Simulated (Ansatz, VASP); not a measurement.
# MgO in VASP and in Ansatz

```xyz
2
Lattice="0.0000 2.1268 2.1268 2.1268 0.0000 2.1268 2.1268 2.1268 0.0000" Properties=species:S:1:pos:R:3 pbc="T T T"
Mg    0.0000    0.0000    0.0000
O     2.1268    2.1268    2.1268
```

Alike in both runs: task single point; functional PBE; k mesh 10 × 10 × 10; occupations gaussian, width 0.02 eV; no spin polarisation.

|  | VASP | Ansatz |
| --- | --- | --- |
| version | VASP 6.6.1 | Ansatz 0.2.0 |
| potentials or method | VASP PAW PBE potentials, release 64 (Mg, O), cutoff 520 eV | scalar-relativistic, plane waves, PAW |
| valence electrons in the cell | 8 | 16 |

```csv
,VASP,Ansatz,Ansatz less VASP
gap on the k mesh at the Fermi level (eV),4.45,4.46,+0.018
pressure (GPa),-0.7,0.0,+0.77
```

With one functional, cell and mesh, what is left measures potentials, basis and numerics. VASP's potentials hold 8 valence electrons a cell and Ansatz's 16, so a difference there can come from the potentials and not from the codes.
